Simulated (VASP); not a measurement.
# Li4Nb4O11 (a cell with a defect) in VASP: a series of runs, part 2 of 2

VASP 6.6.1. Earlier steps stand in the parts before.

## 4. Single point, PBEsol

INCAR

```
SYSTEM = Li4Nb4O11
PREC = Accurate ; ENCUT = 520
EDIFF = 1E-6 ; ISMEAR = 0
SIGMA = 0.05 ; LREAL = Auto
LASPH = .TRUE. ; NELM = 80
ALGO = Normal ; ISIF = 2
LWAVE = .FALSE. ; LCHARG = .FALSE.
GGA = PS ; NBANDS = 80
NELECT = 128.0
```

KPOINTS

```
regular mesh
0
G
  4 4 4
  0 0 0
```

POSCAR

```
Li4Nb4O11
1.0
    5.1825903872      0.0000000000      0.0000000000
    0.0000000000      2.9921699552     -4.5492247954
    0.0000000000      5.9843399104      4.5492247953
Li Nb O
4 4 11
Direct
    0.0000000000      0.5000000000      0.2500000000
    0.5000000000      0.0000000000      0.7500000000
    0.0000000000      0.5000000000      0.7500000000
    0.5000000000      0.0000000000      0.2500000000
    0.0000000000      0.0000000000      0.0000000000
    0.5000000000      0.5000000000      0.5000000000
    0.0000000000      0.0000000000      0.5000000000
    0.5000000000      0.5000000000      0.0000000000
    0.8795714442      0.0000000000      0.2500000000
    0.3795714442      0.5000000000      0.7500000000
    0.8102142779      0.6897857221      0.9397857221
    0.8102142779      0.3102142779      0.5602142779
    0.3102142779      0.8102142779      0.0602142779
    0.1204285558      0.0000000000      0.7500000000
    0.6204285558      0.5000000000      0.2500000000
    0.6897857221      0.8102142779      0.5602142779
    0.1897857221      0.3102142779      0.0602142779
    0.2537390352      0.6160097719      0.4397857221
    0.6897857221      0.1897857221      0.9397857221
```

Potentials or basis: VASP PAW PBE potentials, release 64 (Li_sv, Nb_sv, O).

On the command line:

```sh
> cat potpaw_PBE.64/Li_sv/POTCAR potpaw_PBE.64/Nb_sv/POTCAR potpaw_PBE.64/O/POTCAR > POTCAR
> mpirun -np 1 vasp_std > vasp.out
```

OUTCAR:

```text
SYSTEM = Li4Nb4O11
   PREC = Accurate
   ENCUT = 520
   EDIFF = 1E-6
   ISMEAR = 0
   LREAL = Auto
   LASPH = .TRUE.
   NELM = 80
   ISIF = 2
   GGA = PS
   NELECT = 128.0

 ion  position               nearest neighbor table
   1  0.000  0.500  0.250-  15 1.97  17 1.97  18 2.01
   2  0.500  0.000  0.750-  14 1.97  16 1.97  19 1.97
   3  0.000  0.500  0.750-  10 1.97  11 1.97  12 1.97
   4  0.500  0.000  0.250-   9 1.97  13 1.97
   5  0.000  0.000  0.000-  13 1.98  19 1.98  14 1.98   9 1.98  17 1.98  11 1.98
   6  0.500  0.500  0.500-  18 1.51  12 1.98  15 1.98  10 1.98  16 1.98
   7  0.000  0.000  0.500-  16 1.98  14 1.98   9 1.98  12 1.98  18 2.49
   8  0.500  0.500  0.000-  11 1.98  17 1.98  15 1.98  10 1.98  13 1.98  19 1.98
   9  0.880  0.000  0.250-   4 1.97   5 1.98   7 1.98
  10  0.380  0.500  0.750-   3 1.97   6 1.98   8 1.98
  11  0.810  0.690  0.940-   3 1.97   8 1.98   5 1.98
  12  0.810  0.310  0.560-   3 1.97   6 1.98   7 1.98
  13  0.310  0.810  0.060-   4 1.97   5 1.98   8 1.98
  14  0.120  0.000  0.750-   2 1.97   5 1.98   7 1.98
  15  0.620  0.500  0.250-   1 1.97   6 1.98   8 1.98
  16  0.690  0.810  0.560-   2 1.97   7 1.98   6 1.98
  17  0.190  0.310  0.060-   1 1.97   8 1.98   5 1.98
  18  0.254  0.616  0.440-   6 1.51   1 2.01   7 2.49
  19  0.690  0.190  0.940-   2 1.97   5 1.98   8 1.98

  LATTYP: Found a simple monoclinic cell.
 ALAT       =     5.4450461228
 B/A-ratio  =     0.9517991713
 C/A-ratio  =     1.3805512169
 COS(beta)  =    -0.0681454888

  Lattice vectors:

 A1 = (   0.0000000000,   2.9921699552,  -4.5492247954)
 A2 = (  -5.1825903872,   0.0000000000,   0.0000000000)
 A3 = (   0.0000000000,   5.9843399104,   4.5492247953)

Analysis of symmetry for initial positions (statically):
=====================================================================
 Subroutine PRICEL returns:
 Original cell was already a primitive cell.

 Routine SETGRP: Setting up the symmetry group for a
 simple monoclinic supercell.

[... 176 lines left out ...]
   LORBIT       =      0    0 simple, 1 ext, 2 COOP (PROOUT), +10 PAW based schemes
   GGA     = PS    functional components
   LHFCALC =     F    Hartree Fock is set to
   AEXX    =    0.0000 exact exchange contribution
   IVDW    =     0    specifies the selected vdW correction
   LEPSILON=     F    determine dielectric tensor
   LRPA    =     F    only Hartree local field effects (RPA)
 non-spin polarized calculation
 Gauss-broadening in eV      SIGMA  =   0.05
  energy-cutoff  :      520.00
  volume of cell :      211.64
 maximum number of plane-waves:      5740
 NGX is ok and might be reduce to    40
   NGX = 19   NGY = 21   NGZ = 27

 number of electron     127.9999969 magnetization

 Free energy of the ion-electron system (eV)
  ---------------------------------------------------
  ext. energy  EPLUGINS =         0.00000000
  ---------------------------------------------------
  free energy    TOTEN  =      -162.32414055 eV

  energy without entropy =     -162.32414055  energy(sigma->0) =     -162.32414055

 E-fermi :   4.4124     XC(G=0): -10.6498

 val. band max:        4.0796891148   @ k =   0.2500   0.0000   0.5000
 cond. band min:       4.6343449752   @ k =   0.0000   0.0000   0.5000
 fundamental gap:      0.5546558604
 Fermi energy:         4.4123523687

 k-point     1 :       0.0000    0.0000    0.0000
  band No.  band energies     occupation
      1     -52.0180      2.00000
      2     -50.6916      2.00000
      3     -50.2758      2.00000
      4     -50.0784      2.00000
      5     -39.3735      2.00000
      6     -38.3226      2.00000
[... 1885 lines left out ...]
     75       8.7540      0.00000
     76       9.2241      0.00000

 [... further k-points ...]

 [bands above 76 left out]

------------------------ aborting loop because EDIFF is reached ----------------------------------------

  FORCE on cell =-STRESS in cart. coord.  units (eV):
  Direction    XX          YY          ZZ          XY          YZ          ZX
  --------------------------------------------------------------------------------------
  -------------------------------------------------------------------------------------
  Total        3.8580729    -21.6159516    -12.1755780     -0.8454159      0.4229121     14.2628242
  in kB       29.2071523   -163.6413847    -92.1739869     -6.4001358      3.2016133    107.9752744
  external PRESSURE =     -75.5360731 kB  Pullay stress =       0.0000000 kB

 VOLUME and BASIS-vectors are now :
 -----------------------------------------------------------------------------
  energy-cutoff  :      520.00
  volume of cell :      211.64
      direct lattice vectors                 reciprocal lattice vectors
     5.182590387  0.000000000  0.000000000     0.192953702  0.000000000  0.000000000
     0.000000000  2.992169955 -4.549224795     0.000000000  0.111401872 -0.146545114
     0.000000000  5.984339910  4.549224795     0.000000000  0.111401872  0.073272557

 POSITION                                       TOTAL-FORCE (eV/Angst)
 -----------------------------------------------------------------------------------
      0.00000      2.99217     -1.13731        -0.363548     -0.659098     -0.468808
      2.59130      4.48825      3.41192         0.301784      0.704200      0.578749
      0.00000      5.98434      1.13731        -0.030794      0.493546      0.380277
      2.59130      1.49608      1.13731         0.648485     -1.272731     -0.501449
      0.00000      0.00000      0.00000        -0.312339     -0.304107     -0.195885
      2.59130      4.48825     -0.00000        16.968208      2.469898      7.732777
[... 11 lines left out ...]
      1.31503      4.47503     -0.80168       -19.506011      0.192700    -11.674304
      3.57488      6.19187      3.41192         0.339259     -0.023247      0.247202
 -----------------------------------------------------------------------------------
    total drift:                               -0.007488     -0.002268     -0.005082

  FREE ENERGIE OF THE ION-ELECTRON SYSTEM (eV)
  ---------------------------------------------------
  free  energy   TOTEN  =      -162.3241405491 eV

  energy  without entropy=     -162.3241405491  energy(sigma->0) =     -162.32414055
```

OSZICAR:

```text
N       E                     dE             d eps       ncg     rms          rms(c)
DAV:   1     0.148653519037E+04    0.14865E+04   -0.67707E+04  5760   0.169E+03
DAV:   2    -0.306646452771E+02   -0.15172E+04   -0.14486E+04  7016   0.604E+02
DAV:   3    -0.183501082401E+03   -0.15284E+03   -0.15127E+03  8496   0.176E+02
DAV:   4    -0.195924845392E+03   -0.12424E+02   -0.12385E+02 10784   0.449E+01
DAV:   5    -0.196842586407E+03   -0.91774E+00   -0.91695E+00  8952   0.899E+00    0.425E+01
DAV:   6    -0.163202308710E+03    0.33640E+02   -0.15117E+02  8072   0.551E+01    0.157E+01
DAV:   7    -0.162685877055E+03    0.51643E+00   -0.16835E+01  8744   0.176E+01    0.892E+00
DAV:   8    -0.162474125592E+03    0.21175E+00   -0.22703E+00  9080   0.751E+00    0.420E+00
DAV:   9    -0.162321558404E+03    0.15257E+00   -0.72082E-01  8344   0.471E+00    0.131E+00
DAV:  10    -0.162324325235E+03   -0.27668E-02   -0.98940E-02  8240   0.152E+00    0.653E-01
DAV:  11    -0.162323702653E+03    0.62258E-03   -0.16118E-02  9432   0.629E-01    0.237E-01
DAV:  12    -0.162324029584E+03   -0.32693E-03   -0.25455E-03  8400   0.268E-01    0.777E-02
DAV:  13    -0.162324114182E+03   -0.84598E-04   -0.48694E-04  9312   0.891E-02    0.405E-02
DAV:  14    -0.162324136204E+03   -0.22022E-04   -0.51266E-05  7752   0.380E-02    0.175E-02
DAV:  15    -0.162324139968E+03   -0.37643E-05   -0.10496E-05  8232   0.152E-02    0.779E-03
DAV:  16    -0.162324140549E+03   -0.58077E-06   -0.20696E-06  5192   0.769E-03
   1 F= -.16232414E+03 E0= -.16232414E+03  d E =-.245236E-11
```

Wall time 16 min (1 thread of Intel Xeon Platinum 8259CL at 2.50GHz (Skylake/Cascade Lake), shared host); peak memory 0.52 GiB.

Results:

- Free energy: -162.3241 eV
- Largest force: 22.733 eV/Å

Forces on the atoms (eV/Å):
```
Li   -0.364  -0.659  -0.469
Li    0.302   0.704   0.579
Li   -0.031   0.494   0.380
Li    0.648  -1.273  -0.501
Nb   -0.312  -0.304  -0.196
Nb   16.968   2.470   7.733
Nb   -6.033   1.905   1.175
Nb    0.381  -0.189  -0.033
O     1.222   2.004   1.684
O    -0.078  -1.021   0.028
O     0.071   0.252  -0.297
O     3.855  -2.754   3.113
O    -0.162   0.440   0.021
O     0.390  -2.671  -1.846
O     0.404   0.023   1.050
O     1.990   0.343  -1.443
O    -0.084   0.066   0.449
O   -19.506   0.193 -11.674
O     0.339  -0.023   0.247
```

Levels at points of the mesh, in eV from the Fermi level:
```
           k point  band 62  band 63  band 64  band 65  band 66  band 67
(0.00, 0.00, 0.00)    -0.55    -0.54    -0.41     0.26     0.96     1.44
(0.50, 0.00, 0.00)    -0.85    -0.53    -0.41     0.87     1.47     1.68
(0.00, 0.50, 0.00)    -0.89    -0.52    -0.51     1.13     1.29     1.61
(0.50, 0.50, 0.00)    -1.01    -0.92    -0.88     0.36     1.23     1.46
(0.00, 0.00, 0.50)    -0.52    -0.47    -0.36     0.22     0.93     1.96
(0.50, 0.00, 0.50)    -0.72    -0.52    -0.41     0.81     1.53     1.92
(0.00, 0.50, 0.50)    -0.79    -0.52    -0.49     1.04     1.23     1.98
(0.50, 0.50, 0.50)    -0.99    -0.98    -0.89     0.32     1.25     1.97
```

Caveat: the cell carries a net charge on a neutralising background, which shifts energy and pressure; the cell differs from its parent crystal (atoms taken out, atom 18 moved 0.167 of the way to it and +0.233 Å across, host rigid); the cell is charged against a uniform background, so pressure and absolute levels hang on convention; the cutoff is under 1.25 times the usual one of these potentials, so pressure, stress and relaxed cells hold a basis-set (Pulay) error; atoms lie so close that the PAW spheres overlap strongly, which falsifies energies and pressures; the PAW data sets were made with another functional, which shifts forces and pressure a little.
